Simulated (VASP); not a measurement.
A run of VASP 6.6.1:

Contents of POSCAR:

```
GaN
1.0
    0.0000000000      2.2675000000      2.2675000000
    2.2675000000      0.0000000000      2.2675000000
    2.2675000000      2.2675000000      0.0000000000
Ga N
1 1
Direct
    0.0000000000      0.0000000000      0.0000000000
    0.2500000000      0.2500000000      0.2500000000
```

File INCAR.step1:

```
SYSTEM = GaN
PREC = Accurate
ENCUT = 500
EDIFF = 1E-8
ISMEAR = 0
SIGMA = 0.01
LREAL = .FALSE.
LASPH = .TRUE.
NELM = 100
ALGO = Normal
LWAVE = .TRUE.
LCHARG = .FALSE.
GGA = PE
```

Contents of INCAR.step2:

```
SYSTEM = GaN
PREC = Accurate
ENCUT = 500
EDIFF = 1E-8
ISMEAR = 0
SIGMA = 0.01
LREAL = .FALSE.
LASPH = .TRUE.
NELM = 1
ALGO = Exact
LWAVE = .TRUE.
LCHARG = .FALSE.
GGA = PE
NBANDS = 235
LOPTICS = .TRUE.
ISTART = 1
```

INCAR.step3

```
SYSTEM = GaN
PREC = Accurate
ENCUT = 500
EDIFF = 1E-8
ISMEAR = 0
SIGMA = 0.01
LREAL = .FALSE.
LASPH = .TRUE.
ALGO = EVGW0
LWAVE = .FALSE.
LCHARG = .FALSE.
GGA = PE
NELMGW = 1
NBANDS = 235
ENCUTGW = 180.0
NOMEGA = 48
PRECFOCK = Fast
ISTART = 1
NBANDSGW = 17
```

Contents of KPOINTS:

```
regular mesh
0
G
  2 2 2
  0 0 0
```

Potentials or basis: VASP PAW PBE potentials, release 64 (Ga_d_GW, N_GW).

Command:

```console
$ cat potpaw_PBE.64/Ga_d_GW/POTCAR potpaw_PBE.64/N_GW/POTCAR > POTCAR
$ cp INCAR.step1 INCAR
$ mpirun -np 1 vasp_std > vasp.out
$ cp INCAR.step2 INCAR
$ mpirun -np 1 vasp_std > vasp.out
$ cp INCAR.step3 INCAR
$ mpirun -np 1 vasp_std > vasp.out
```

Hardware: 1 thread of Intel(R) Xeon(R) Platinum 8488C (Sapphire Rapids), on a shared host.

Task: Estimate the wall time of this run.

Result: Wall time 21 s on 1 thread of Intel(R) Xeon(R) Platinum 8488C (Sapphire Rapids), with other jobs on the host, peak memory 0.18 GiB. Counts: k points 3.
